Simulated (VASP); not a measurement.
# CoSi (rocksalt type) (Fm-3m) in VASP: a series of runs

The runs below take CoSi (rocksalt type) through relaxation of cell and atoms, with PBE.

All numbers are computed with VASP 6.6.1; they aren't measurements. Logs are shortened: lines on timing, memory, paths and dates and some standing lists are left out, and cuts for length are marked.

## 1. The cell of the first run

It takes space group Fm-3m (No. 225, cubic). Conventional cell: a = 4.293 Å, b = 4.293 Å, c = 4.293 Å, α = 90.00°, β = 90.00°, γ = 90.00°. Co (site symmetry m-3m) has 6 Si at 2.15 Å within 2.8 Å. Si (site symmetry m-3m) has 6 Co at 2.15 Å within 2.8 Å.

## 2. Relaxation of cell and atoms, PBE, target pressure 68 GPa, at which the enthalpy is minimised

INCAR

```
PREC = Accurate ; ENCUT = 600
EDIFF = 1E-6 ; ISMEAR = -1
SIGMA = 0.08 ; LREAL = False
LASPH = True ; NELM = 100
ALGO = Normal ; ISIF = 3
LWAVE = False ; LCHARG = False
GGA = PE ; IBRION = 2
NSW = 60 ; EDIFFG = -0.005
PSTRESS = 680.0
```

KPOINTS

```
Automatic mesh
0
Gamma
  16 16 16
```

POSCAR

```
CoSi
1.0
    0.0000000000      2.1464766656      2.1464766656
    2.1464766656      0.0000000000      2.1464766656
    2.1464766656      2.1464766656      0.0000000000
Co Si
1 1
Direct
    0.0000000000      0.0000000000      0.0000000000
    0.5000000000      0.5000000000      0.5000000000
```

Potentials or basis: VASP PAW PBE potentials, release 64 (Co, Si).

On the command line:

```console
$ cat potpaw_PBE.64/Co/POTCAR potpaw_PBE.64/Si/POTCAR > POTCAR
$ mpirun -np 1 vasp_std > vasp.out
```

OUTCAR:

```text
PREC = Accurate
   ENCUT = 600
   EDIFF = 1E-6
   ISMEAR = -1
   LREAL = False
   LASPH = True
   NELM = 100
   ISIF = 3
   GGA = PE
   IBRION = 2
   NSW = 60
   EDIFFG = -0.005
   PSTRESS = 680.0

 ion  position               nearest neighbor table
   1  0.000  0.000  0.000-   2 2.15   2 2.15   2 2.15   2 2.15   2 2.15   2 2.15
   2  0.500  0.500  0.500-   1 2.15   1 2.15   1 2.15   1 2.15   1 2.15   1 2.15

  LATTYP: Found a face centered cubic cell.
 ALAT       =     4.2929533312

  Lattice vectors:

 A1 = (   0.0000000000,   2.1464766656,   2.1464766656)
 A2 = (   2.1464766656,   0.0000000000,   2.1464766656)
 A3 = (   2.1464766656,   2.1464766656,   0.0000000000)

Analysis of symmetry for initial positions (statically):
=====================================================================
 Subroutine PRICEL returns:
 Original cell was already a primitive cell.

 Routine SETGRP: Setting up the symmetry group for a
 face centered cubic supercell.

 Subroutine GETGRP returns: Found 48 space group operations
 (whereof 48 operations were pure point group operations)
 out of a pool of 48 trial point group operations.

The static configuration has the point symmetry O_h .

Analysis of symmetry for dynamics (positions and initial velocities):
=====================================================================
 Subroutine PRICEL returns:
 Original cell was already a primitive cell.

 Routine SETGRP: Setting up the symmetry group for a
 face centered cubic supercell.

 Subroutine GETGRP returns: Found 48 space group operations
 (whereof 48 operations were pure point group operations)
 out of a pool of 48 trial point group operations.

The dynamic configuration has the point symmetry O_h .

 Subroutine INISYM returns: Found 48 space group operations
 (whereof 48 operations are pure point group operations),
 and found     1 'primitive' translations

----------------------------------------------------------------------------------------

                                     Primitive cell

  volume of cell :      19.7792

  direct lattice vectors                    reciprocal lattice vectors
     0.000000000  2.146476666  2.146476666    -0.232939872  0.232939872  0.232939872
     2.146476666  0.000000000  2.146476666     0.232939872 -0.232939872  0.232939872
     2.146476666  2.146476666  0.000000000     0.232939872  0.232939872 -0.232939872

  length of vectors
     3.035576412  3.035576412  3.035576412     0.403463694  0.403463694  0.403463694

  position of ions in fractional coordinates (direct lattice)
     0.000000000  0.000000000  0.000000000
     0.500000000  0.500000000  0.500000000

  ion indices of the primitive-cell ions
   primitive index   ion index
                 1           1
                 2           2

----------------------------------------------------------------------------------------

 KPOINTS: Automatic mesh

Automatic generation of k-mesh.
 Grid dimensions read from file:
 generate k-points for:   16   16   16

 Generating k-lattice:

  Cartesian coordinates                     Fractional coordinates (reciprocal lattice)
    -0.014558742  0.014558742  0.014558742     0.062500000  0.000000000  0.000000000
     0.014558742 -0.014558742  0.014558742     0.000000000  0.062500000  0.000000000
     0.014558742  0.014558742 -0.014558742     0.000000000  0.000000000  0.062500000

  Length of vectors
     0.025216481  0.025216481  0.025216481

  Shift w.r.t. Gamma in fractional coordinates (k-lattice)
     0.000000000  0.000000000  0.000000000

 Subroutine IBZKPT returns following result:
 ===========================================

 Found    145 irreducible k-points:

 Following reciprocal coordinates:
            Coordinates               Weight
  0.000000  0.000000  0.000000      1.000000
  0.062500  0.000000  0.000000      8.000000
  0.125000  0.000000  0.000000      8.000000
  0.187500  0.000000  0.000000      8.000000
  0.250000  0.000000  0.000000      8.000000
  0.312500  0.000000  0.000000      8.000000
[... 16 lines left out ...]
 -0.125000  0.062500  0.000000     24.000000
 -0.062500  0.062500  0.000000     12.000000
 [... further k-points ...]
   k-points           NKPTS =    145   k-points in BZ     NKDIM =    145   number of bands    NBANDS=     10
   number of dos      NEDOS =    301   number of ions     NIONS =      2
   total plane-waves  NPLWV =  13824
   dimension x,y,z NGX =    24 NGY =   24 NGZ =   24
   dimension x,y,z NGXF=    48 NGYF=   48 NGZF=   48
   ions per type =               1   1
   NGX,Y,Z   is equivalent  to a cutoff of  13.14, 13.14, 13.14 a.u.
   NGXF,Y,Z  is equivalent  to a cutoff of  26.29, 26.29, 26.29 a.u.
 SYSTEM =  unknown system
   PREC   = accura    normal or accurate (medium, high low for compatibility)
   ISTART =      0    job   : 0-new  1-cont  2-samecut
   ICHARG =      2    charge: 1-file 2-atom 10-const
   ISPIN  =      1    spin polarized calculation?
   LNONCOLLINEAR =      F non collinear calculations
   LSORBIT =      F    spin-orbit coupling
   LASPH  =      T    aspherical Exc in radial PAW
   ENCUT  =  600.0 eV  44.10 Ry    6.64 a.u.   6.06  6.06  6.06*2*pi/ulx,y,z
   NELM   =    100;   NELMIN=  2; NELMDL= -5     # of ELM steps
   EDIFF  = 0.1E-05   stopping-criterion for ELM
   LREAL  =      F    real-space projection
   EDIFFG = -.5E-02   stopping-criterion for IOM
   NSW    =     60    number of steps for IOM
   IBRION =      2    ionic relax: 0-MD 1-quasi-New 2-CG
   NFREE  =      1    steps in history (QN), initial steepest desc. (CG)
   ISIF   =      3    stress and relaxation
   ISYM   =      2    0-nonsym 1-usesym 2-fastsym
   POTIM  = 0.5000    time-step for ionic-motion
   TEBEG  =    0.0;   TEEND  =   0.0 temperature during run
   PSTRESS=  680.0 pullay stress
   NELECT =      13.0000    total number of electrons
   NUPDOWN=      -1.0000    fix difference up-down
   EMIN   =  10.00;   EMAX   =-10.00  energy-range for DOS
   EFERMI =   0.00;   METHOD = LEGACY
   ISMEAR =    -1;   SIGMA  =   0.08  broadening in eV -4-tet -1-fermi 0-gaus
   EFERMI_NEDOS =   21; number of points for ismear=-14 and -15
   IALGO  =     38    algorithm
   IMIX   =      4    mixing-type and parameters
     AMIX     =   0.40;   BMIX     =  1.00
     AMIX_MAG =   1.60;   BMIX_MAG =  1.00
  volume/ion in A,a.u.               =       9.89        66.74
  Fermi-wavevector in a.u.,A,eV,Ry     =   1.423376  2.689791 27.565411  2.026001
  Thomas-Fermi vector in A             =   2.543981
   LORBIT       =      0    0 simple, 1 ext, 2 COOP (PROOUT), +10 PAW based schemes
   GGA     = PE    functional components
   LHFCALC =     F    Hartree Fock is set to
   AEXX    =    0.0000 exact exchange contribution
   IVDW    =     0    specifies the selected vdW correction
   LEPSILON=     F    determine dielectric tensor
   LRPA    =     F    only Hartree local field effects (RPA)
 conjugate gradient relaxation of ions
 non-spin polarized calculation
  energy-cutoff  :      600.00
  volume of cell :       19.78
 maximum number of plane-waves:       684
   NGX = 13   NGY = 13   NGZ = 13

--------------------------------------- Ionic step        1  -------------------------------------------

 number of electron      13.0000006 magnetization

 Free energy of the ion-electron system (eV)
  ---------------------------------------------------
  ext. energy  EPLUGINS =         0.00000000
  ---------------------------------------------------
  free energy    TOTEN  =       -11.33741909 eV

  energy without entropy =      -11.31569553  energy(sigma->0) =      -11.32655731

------------------------ aborting loop because EDIFF is reached ----------------------------------------

  FORCE on cell =-STRESS in cart. coord.  units (eV):
  Direction    XX          YY          ZZ          XY          YZ          ZX
  --------------------------------------------------------------------------------------
  -------------------------------------------------------------------------------------
  Total        8.4856529      8.4856529      8.4856529     -0.0000000     -0.0000000      0.0000000
  in kB      687.3648771    687.3648771    687.3648771     -0.0000000     -0.0000000      0.0000000
  external PRESSURE =       7.3648771 kB  Pullay stress =     680.0000000 kB
[... 61 lines left out ...]
  enthalpy is  TOTEN    =        -2.9422076611 eV   P V=        8.4500855631

--------------------------------------- Ionic step        3  -------------------------------------------

 number of electron      13.0000006 magnetization

 Free energy of the ion-electron system (eV)
  ---------------------------------------------------
  ext. energy  EPLUGINS =         0.00000000
  ---------------------------------------------------
  free energy    TOTEN  =       -11.35374033 eV

  energy without entropy =      -11.33195858  energy(sigma->0) =      -11.34284946

 E-fermi :  13.7020     XC(G=0): -13.2678

 val. band max:       13.6971948835   @ k =  -0.4375   0.5000   0.0625
 cond. band min:      13.7028793613   @ k =  -0.2500   0.4375   0.1875
 fundamental gap:      0.0056844778
 Fermi energy:        13.7019766499

 k-point     1 :       0.0000    0.0000    0.0000
  band No.  band energies     occupation
      1      -0.6046      2.00000
      2      10.7357      2.00000
      3      10.7357      2.00000
      4      10.7357      2.00000
      5      10.9655      2.00000
      6      10.9655      2.00000
      7      19.3728      0.00000
      8      19.3728      0.00000
      9      19.3728      0.00000
     10      25.6138      0.00000
[... 287 lines left out ...]
 k-point    24 :      -0.0625    0.0625    0.0000
  band No.  band energies     occupation
      1      -0.3475      2.00000
      2      10.5448      2.00000
      3      10.6914      2.00000
      4      10.7945      2.00000
      5      10.8222      2.00000
      6      11.0160      2.00000
      7      18.6270      0.00000
      8      18.9651      0.00000
      9      19.8402      0.00000
     10      24.2224      0.00000

 [... further k-points ...]
[... 5 lines left out ...]
  --------------------------------------------------------------------------------------
  -------------------------------------------------------------------------------------
  Total        8.4196031      8.4196031      8.4196031      0.0000000     -0.0000000     -0.0000000
  in kB      680.6987764    680.6987764    680.6987764      0.0000000     -0.0000000     -0.0000000
  external PRESSURE =       0.6987764 kB  Pullay stress =     680.0000000 kB
[... 17 lines left out ...]
  FREE ENERGIE OF THE ION-ELECTRON SYSTEM (eV)
  ---------------------------------------------------
  free  energy   TOTEN  =       -11.3537403313 eV

  energy  without entropy=      -11.3319585793  energy(sigma->0) =      -11.34284946

  enthalpy is  TOTEN    =        -2.9427804867 eV   P V=        8.4109598446

 reached required accuracy - stopping structural energy minimisation
```

Wall time 55 s (1 thread of Intel Xeon Platinum 8175M at 2.50GHz (Skylake/Cascade Lake), shared host); peak memory 0.17 GiB.

Results:

| Item | Value |
| --- | --- |
| Free energy | -11.3537 eV |
| Relaxed volume | 9.91 Å³/atom |
| Relaxed cell | a = 3.038 Å, b = 3.038 Å, c = 3.038 Å, α = 60.00°, β = 60.00°, γ = 60.00° |
| Space group after relaxing (to 0.1 Å) | Fm-3m (No. 225) |
| Energy change on relaxing (the run minimises the enthalpy) | -8.2 meV/atom |
| Ionic steps | 3 |
| Pressure after relaxing | 68.1 GPa |
| Band gap on the k mesh | zero (an odd number of electrons rules out a gap without spin polarisation) |

The path:
| step | energy change (eV) | largest force (eV/Å) | pressure (GPa) | volume (Å³) |
| --- | --- | --- | --- | --- |
| 1 | 0.0000 | 0.0000 | 68.74 | 19.78 |
| 2 | -0.0549 | 0.0000 | 65.97 | 19.91 |
| 3 | -0.0163 | 0.0000 | 68.07 | 19.82 |

Final structure:
```
Co Si
1.0
     0.00000    2.14786    2.14786
     2.14786    0.00000    2.14786
     2.14786    2.14786    0.00000
Co Si
1 1
Direct
  0.00000 0.00000 0.00000
  0.50000 0.50000 0.50000
```

Caveat: the cell is relaxed towards a set pressure, so the run minimises the enthalpy, not the energy; the run has no spin polarisation, though such a crystal can be magnetic. Spin polarisation is off, so any magnetic state and its effect on volume and gap are missing.

## 3. Relaxation of cell and atoms, PBE, target pressure 68 GPa, at which the enthalpy is minimised

INCAR

```
SYSTEM = CoSi
  PREC = Accurate
  ENCUT = 600
  EDIFF = 1E-6
  ISMEAR = -1
  SIGMA = 0.08
  LREAL = .False.
  LASPH = .True.
  NELM = 80
  ALGO = Normal
  ISIF = 3
  LWAVE = .False.
  LCHARG = .False.
  GGA = PE
  IBRION = 2
  NSW = 32
  EDIFFG = -0.005
  PSTRESS = 680.0
```

KPOINTS

```
regular mesh
0
Gamma
  16 16 16
  0 0 0
```

POSCAR

```
CoSi
1.0
    0.0000000000      2.1471279612      2.1471279612
    2.1471279612      0.0000000000      2.1471279612
    2.1471279612      2.1471279612      0.0000000000
Co Si
1 1
Direct
    0.0000000000      0.0000000000      0.0000000000
    0.5000000000      0.5000000000      0.5000000000
```

Potentials or basis: VASP PAW PBE potentials, release 64 (Co, Si).

On the command line:

```console
$ cat potpaw_PBE.64/Co/POTCAR potpaw_PBE.64/Si/POTCAR > POTCAR
$ mpirun -np 1 vasp_std > vasp.out
```

Wall time 62 s (1 thread of Intel Xeon Platinum 8175M at 2.50GHz (Skylake/Cascade Lake), shared host); peak memory 0.17 GiB.

The run converged. Its results:

| Quantity | Value |
| --- | --- |
| Free energy | -11.3526 eV |
| Relaxed volume | 9.91 Å³/atom |
| Relaxed cell | a = 3.037 Å, b = 3.037 Å, c = 3.037 Å, α = 60.00°, β = 60.00°, γ = 60.00° |
| Space group after relaxing (to 0.1 Å) | Fm-3m (No. 225) |
| Energy change on relaxing (the run minimises the enthalpy) | -3.7 meV/atom |
| Ionic steps | 3 |
| Pressure after relaxing | 68.0 GPa |
| Band gap on the k mesh | zero (an odd number of electrons rules out a gap without spin polarisation) |

Step by step:
| step | energy change (eV) | largest force (eV/Å) | pressure (GPa) | volume (Å³) |
| --- | --- | --- | --- | --- |
| 1 | 0.0000 | 0.0000 | 68.35 | 19.80 |
| 2 | -0.0261 | 0.0000 | 67.20 | 19.86 |
| 3 | -0.0074 | 0.0000 | 67.99 | 19.81 |

Final structure:
```yaml
crystal:
  lattice:
    - [0.00000, 2.14776, 2.14776]
    - [2.14776, 0.00000, 2.14776]
    - [2.14776, 2.14776, 0.00000]
  atoms:
    - { symbol: Co, position: [0.00000, 0.00000, 0.00000] }
    - { symbol: Si, position: [0.50000, 0.50000, 0.50000] }
```

Levels at points of the mesh, in eV from the Fermi level:
```csv
k point,band 3,band 4,band 5,band 6,band 7,band 8,band 9,band 10
"(0.00, 0.00, 0.00)",-2.97,-2.97,-2.74,-2.74,5.67,5.67,5.67,11.91
"(0.50, 0.00, 0.00)",-4.07,-4.07,-1.39,-1.39,-0.31,7.26,7.26,7.78
"(0.50, 0.50, 0.00)",-4.70,-2.06,-1.05,-1.05,0.01,0.01,0.36,6.94
```

Caveat: the cell is relaxed towards a set pressure, so the run minimises the enthalpy, not the energy; the run has no spin polarisation, though such a crystal can be magnetic.

## 4. Relaxation of cell and atoms, PBE

This run uses another cell than the first one, of 12.05 Å³/atom.

INCAR

```
SYSTEM = CoSi
  ALGO = Normal
  EDIFF = 1E-6
  EDIFFG = -0.005
  ENCUT = 600
  GGA = PE
  IBRION = 2
  ISIF = 3
  ISMEAR = -1
  LASPH = .TRUE.
  LCHARG = .FALSE.
  LREAL = .FALSE.
  LWAVE = .FALSE.
  NELM = 60
  NSW = 60
  PREC = Accurate
  SIGMA = 0.08
```

KPOINTS

```
k-points
0
G
  15 15 15
  0 0 0
```

POSCAR

```
CoSi
1.0
    0.0000000000      2.2923918786      2.2923918786
    2.2923918786      0.0000000000      2.2923918786
    2.2923918786      2.2923918786      0.0000000000
Co Si
1 1
Direct
    0.0000000000      0.0000000000      0.0000000000
    0.5000000000      0.5000000000      0.5000000000
```

On the command line:

```console
$ cat potpaw_PBE.64/Co/POTCAR potpaw_PBE.64/Si/POTCAR > POTCAR
$ mpirun -np 1 vasp_std > vasp.out
```

Wall time 3.4 min (1 thread of Intel Xeon Platinum 8175M at 2.50GHz (Skylake/Cascade Lake), shared host); peak memory 0.2 GiB.

The run converged. Its results:

| Quantity | Value |
| --- | --- |
| Free energy | -12.2977 eV |
| Relaxed volume | 12.67 Å³/atom |
| Relaxed cell | a = 3.297 Å, b = 3.297 Å, c = 3.297 Å, α = 60.00°, β = 60.00°, γ = 60.00° |
| Space group after relaxing (to 0.1 Å) | Fm-3m (No. 225) |
| Energy gained by relaxing | 17.1 meV/atom |
| Ionic steps | 6 |
| Pressure after relaxing | 0.0 GPa |
| Band gap on the k mesh | zero (an odd number of electrons rules out a gap without spin polarisation) |

Step by step:
```
step  energy change (eV)  largest force (eV/Å)  pressure (GPa)  volume (Å³)
   1              0.0000                0.0000            9.16        24.09
   2             -0.0068                0.0000           -6.88        26.58
   3             -0.0342                0.0000            0.20        25.36
   4             -0.0342                0.0000           -0.21        25.39
   5             -0.0342                0.0000            0.09        25.33
   6             -0.0342                0.0000            0.04        25.35
```

Final structure:
```
Co Si
1.0
     0.00000    2.33145    2.33145
     2.33145    0.00000    2.33145
     2.33145    2.33145    0.00000
Co Si
1 1
Direct
  0.00000 0.00000 0.00000
  0.50000 0.50000 0.50000
```

Levels at points of the mesh, in eV from the Fermi level:
```tsv
k point	band 4	band 5	band 6	band 7	band 8	band 9
(0.00, 0.00, 0.00)	-1.90	-1.82	-1.82	4.39	4.39	4.39
```

Caveat: the run has no spin polarisation, though such a crystal can be magnetic.
